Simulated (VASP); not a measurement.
Set up this calculation in VASP 6.6.1, as the native input.

- Task: single point
- Functional: PBEsol
- Potentials or basis: VASP PAW PBE potentials, release 64 (Rh_pv)
- Cutoff: 520 eV
- k mesh: 24 × 24 × 6
- Occupations: gaussian, width 0.1 eV
- Spin: no spin polarisation
- Dipole correction: no
- Further INCAR settings: ALGO = Fast; EDIFF = 1e-06; NBANDS = 38

The structure of Rh lies in POSCAR:

```
Rh
1.0
    2.7021855462      0.0000000000      0.0000000000
   -1.3510927731      2.3401613288      0.0000000000
    0.0000000000      0.0000000000      8.6737451825
Rh
4
Direct
    0.0000000000      0.0000000000      0.0000000000
    0.3333333333      0.6666666667      0.2500000000
    0.0000000000      0.0000000000      0.5000000000
    0.6666666667      0.3333333333      0.7500000000
```

This isn't the form of Rh at room conditions, which is fcc.

This cell differs from its parent crystal: biaxial strain in the a-b plane: +1.0 %, then relaxed in part.

One way to write it, as run:

INCAR

```
SYSTEM = Rh
PREC = Accurate
ENCUT = 520
EDIFF = 1E-6
ISMEAR = 0
SIGMA = 0.1
LREAL = .FALSE.
LASPH = .TRUE.
NELM = 60
ALGO = Fast
ISIF = 2
LWAVE = .FALSE.
LCHARG = .TRUE.
GGA = PS
LELF = .TRUE.
LVHAR = .TRUE.
NBANDS = 38
```

KPOINTS

```
regular mesh
0
G
  24 24 6
  0 0 0
```

Potentials or basis: VASP PAW PBE potentials, release 64 (Rh_pv).

Run with:

```bash
$ cat potpaw_PBE.64/Rh_pv/POTCAR > POTCAR
$ mpirun -np 1 vasp_std > vasp.out
```

Results of the run:

```yaml
Pressure: -3.8 GPa
Band_gap_on_the_k_mesh: zero (bands 30 and 31 overlap by 1.97 eV)
```

Caveat: the cell differs from its parent crystal (biaxial strain in the a-b plane: +1.0 %, then relaxed in part); the stress differs along the axes, from -6 to -0 GPa; the PAW data sets were made with another functional, which shifts forces and pressure a little.

Wall time 13 min on 1 thread of Intel Xeon 8259CL, with other jobs on the host, peak memory 0.44 GiB.
